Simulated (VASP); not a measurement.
## CsTaP2S7: single point with r2SCAN

CsTaP2S7:

```
P S Ta Cs
1.0
     4.03238    4.69029   -0.00116
     4.19134   -4.83395   -0.13064
     1.01634   -0.10658   -6.72467
P S Ta Cs
2 7 1 1
Cartesian
  7.2240 1.2015 -4.0136
  2.1131 1.1505 -2.7756
  6.1227 0.2321 -5.4707
  3.1995 0.0860 -1.5601
  5.8037 1.5659 -2.2026
  3.3145 1.3574 -4.3688
  3.7714 -1.8618 -5.0067
  5.4100 -1.9040 -2.0408
  4.6913 -4.7973 -3.1396
  4.5537 -0.1133 -3.2839
  5.0579 3.5092 -6.5681
```

```
Program             : VASP 6.6.1
Task                : single point
Functional          : r2SCAN
Potentials or basis : VASP PAW PBE potentials, release 64 (P, S, Ta_pv, Cs_sv)
Cutoff              : 520 eV
k mesh              : 3 × 3 × 3
Occupations         : fermi-dirac, width 0.1 eV
Spin                : no spin polarisation
```

```yaml
Pressure: 8.7 GPa
Largest_force: 5.505 eV/Å
Band_gap_on_the_k_mesh: zero (bands 36 and 37 overlap by 0.08 eV)
```

Forces in eV/Å, atoms in the order of the input:
```
P   -1.725  0.104  0.260
P   -0.997  2.999 -0.192
S    0.635  0.004  1.314
S   -1.352 -0.595  3.792
S    2.074 -0.055 -1.103
S   -2.601  2.372 -2.571
S    0.899  0.539  0.175
S    0.655 -0.948  0.893
S   -1.546 -1.853 -0.950
Ta   4.428 -2.849 -1.607
Cs  -0.470  0.282 -0.010
```

Stress tensor (GPa, compression positive):
```
12.19 -0.99  1.33
-0.99  8.85 -3.36
 1.33 -3.36  5.11
```

Levels at points of the mesh, in eV from the Fermi level:
```
           k point  band 32  band 33  band 34  band 35  band 36  band 37  band 38  band 39  band 40  band 41
(0.00, 0.00, 0.00)    -2.97    -2.80    -2.32    -1.97    -1.12    -0.08     0.64     1.17     1.50     2.12
```

Run time: 11 min on 1 thread of Intel(R) Xeon(R) Platinum 8488C (Sapphire Rapids), on a shared host, peak memory 0.44 GiB.

Caveat: the stress differs along the axes, from 5 to 12 GPa; the PAW data sets were made with another functional, which shifts forces and pressure a little; spin-orbit coupling is left out, which moves the levels of the heavy elements.
